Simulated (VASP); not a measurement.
A run of VASP 6.6.1 is set up as follows.

The input INCAR:

```
PREC     = Accurate       # precision mode
ENCUT    = 520            # plane-wave cutoff, eV
EDIFF    = 1E-7           # SCF threshold, eV
ISMEAR   = 0              # smearing method
SIGMA    = 0.1            # smearing width, eV
LREAL    = False          # projectors in reciprocal space
LASPH    = True           # aspherical terms in the spheres
NELM     = 100            # most SCF steps
ALGO     = Normal         # electronic algorithm
ISIF     = 2              # what is computed and relaxed
LWAVE    = False          # write WAVECAR
LCHARG   = False          # write CHGCAR
GGA      = PE             # functional
NBANDS   = 39             # bands
```

The input KPOINTS:

```
Automatic mesh
0
Gamma
  3 3 3
```

POSCAR

```
Sr
1.0
    3.9683083800      2.2911039100      7.2603500600
   -3.9683083800      2.2911039100      7.2603500600
    0.0000000000     -4.5822078200      7.2603500600
Sr
6
Direct
    0.7909289800      0.7090710200      0.2500000000
    0.2500000000      0.7909289800      0.7090710200
    0.7090710200      0.2500000000      0.7909289800
    0.2090710200      0.2909289800      0.7500000000
    0.7500000000      0.2090710200      0.2909289800
    0.2909289800      0.7500000000      0.2090710200
```

Potentials or basis: VASP PAW PBE potentials, release 64 (Sr_sv).

The run is started by

```sh
$ cat potpaw_PBE.64/Sr_sv/POTCAR > POTCAR
$ mpirun -np 1 vasp_std > vasp.out
```

(1) What does it give for the largest force?

(2) What does it give for the pressure?

Answers

(1) 0.241 eV/Å.

(2) -0.1 GPa.
